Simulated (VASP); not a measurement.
Runs of VASP 6.6.1 on CsCl. Symmetry: Pm-3m, No. 221, cubic system. The conventional cell has a = 4.141 Å, b = 4.141 Å, c = 4.141 Å, α = 90.00°, β = 90.00°, γ = 90.00°. Cs (site symmetry m-3m) has 8 Cl at 3.59 Å and 6 Cs at 4.14 Å within 4.7 Å. Within 4.7 Å of Cl (site symmetry m-3m) lie 8 Cs at 3.59 Å and 6 Cl at 4.14 Å. 

```csv
level,potentials or basis,k mesh,cutoff (eV),gap on the mesh (eV),pressure (GPa)
r2SCAN,"VASP PAW PBE potentials, release 64 (Cs_sv, Cl)",6 × 6 × 6,550,5.91,0.0
PBE,"VASP PAW PBE potentials, release 64 (Cs_sv, Cl)",6 × 6 × 6,500,5.20,0.8
PBEsol,"VASP PAW PBE potentials, release 64 (Cs_sv, Cl)",4 × 4 × 4,500,(a),(b)
LDA,"VASP PAW LDA potentials, release 64 (Cs_sv, Cl)",6 × 6 × 6,500,4.79,-2.2
```

Alike in all rows: task single point; no spin polarisation; cell as given; smearing gaussian 0.01 eV.

Fill in the values left out.

(a) 4.99; (b) -0.8.

Caveats: spin-orbit coupling is left out, which moves the levels of the heavy elements; the PAW data sets were made with another functional, which shifts forces and pressure a little (some runs).

A k mesh can miss the band edges, and the runs leave out spin-orbit coupling on Cs.
